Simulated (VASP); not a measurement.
Write the native input for VASP 6.6.1 that does the following.

```yaml
Task: single point
Functional: PBE
Potentials_or_basis: VASP PAW PBE potentials, release 64 (Cd, S)
Cutoff: 520 eV
k_mesh: 4 × 4 × 4
Occupations: gaussian, width 0.1 eV
Spin: no spin polarisation
Dipole_correction: no
Further_INCAR_settings: ALGO = Normal; EDIFF = 1e-06; NBANDS = 35
```

The structure of Cd4S lies in POSCAR:

```
Cd4S
1.0
   -3.0609502500      3.0609502500      3.0609502500
    3.0609502500     -3.0609502500      3.0609502500
    3.0609502500      3.0609502500     -3.0609502500
Cd S
4 1
Direct
    0.5000000000      0.5000000000      0.5000000000
    0.5000000000      0.0000000000      0.0000000000
    0.0000000000      0.0000000000      0.5000000000
    0.0000000000      0.5000000000      0.0000000000
    0.0000000000      0.0000000000      0.0000000000
```

The cell was built from a structure type or drawn by symmetry, and may not be a known phase.

One way to write it, as run:

INCAR

```
SYSTEM = Cd4S
PREC     = Accurate       ! precision mode
ENCUT    = 520            ! plane-wave cutoff, eV
EDIFF    = 1E-6           ! SCF threshold, eV
ISMEAR   = 0              ! smearing method
SIGMA    = 0.1            ! smearing width, eV
LREAL    = .FALSE.        ! projectors in reciprocal space
LASPH    = .TRUE.         ! aspherical terms in the spheres
NELM     = 100            ! most SCF steps
ALGO     = Normal         ! electronic algorithm
ISIF     = 2              ! what is computed and relaxed
LWAVE    = .FALSE.        ! write WAVECAR
LCHARG   = .FALSE.        ! write CHGCAR
GGA      = PE             ! functional
NBANDS   = 35             ! bands
```

KPOINTS

```
regular mesh
0
G
  4 4 4
  0 0 0
```

Potentials or basis: VASP PAW PBE potentials, release 64 (Cd, S).

The run is started by

```console
$ cat potpaw_PBE.64/Cd/POTCAR potpaw_PBE.64/S/POTCAR > POTCAR
$ mpirun -np 1 vasp_std > vasp.out
```

It gave:

```
Pressure               : 7.2 GPa
Band gap on the k mesh : zero (bands 27 and 28 overlap by 2.40 eV)
```

Caveat: the k points lie up to 0.36 Å⁻¹ apart, too coarse for converged energies and pressures of a metal.

Run time: 45 s on 1 thread of Intel Xeon 8259CL, on a shared host, peak memory 0.24 GiB.
